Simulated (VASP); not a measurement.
A run of VASP 6.6.1 is set up as follows.

Contents of INCAR:

```
SYSTEM = Si6Ge
PREC = Accurate
ENCUT = 520
EDIFF = 1E-6
ISMEAR = 0
SIGMA = 0.1
LREAL = .FALSE.
LASPH = .TRUE.
NELM = 60
ALGO = Normal
ISIF = 2
LWAVE = .FALSE.
LCHARG = .FALSE.
GGA = PE
NBANDS = 28
```

KPOINTS

```
Automatic mesh
0
G
  6 6 6
  0 0 0
```

The input POSCAR:

```
Si6Ge
1.0
    5.2125519938      0.0000000000      0.0000000000
   -2.6062759969      4.5142024451      0.0000000000
    0.0000000000      0.0000000000      4.9682807494
Si Ge
6 1
Direct
    0.5000000000      0.5000000000      0.2478888492
    0.5000000000      0.0000000000      0.2478888492
    0.0000000000      0.5000000000      0.2478888492
    0.5000000000      0.5000000000      0.7521111508
    0.5000000000      0.0000000000      0.7521111508
    0.0000000000      0.5000000000      0.7521111508
    0.0000000000      0.0000000000      0.5000000000
```

Potentials or basis: VASP PAW PBE potentials, release 64 (Si, Ge_d).

The run is started by

```bash
$ cat potpaw_PBE.64/Si/POTCAR potpaw_PBE.64/Ge_d/POTCAR > POTCAR
$ mpirun -np 1 vasp_std > vasp.out
```

(1) Predict the largest force.

(2) What does it give for the band gap on the k mesh?

(3) What does it give for the pressure?

## Answers

(1) 0.004 eV/Å.

(2) zero (bands 19 and 20 overlap by 1.64 eV).

(3) -0.1 GPa.
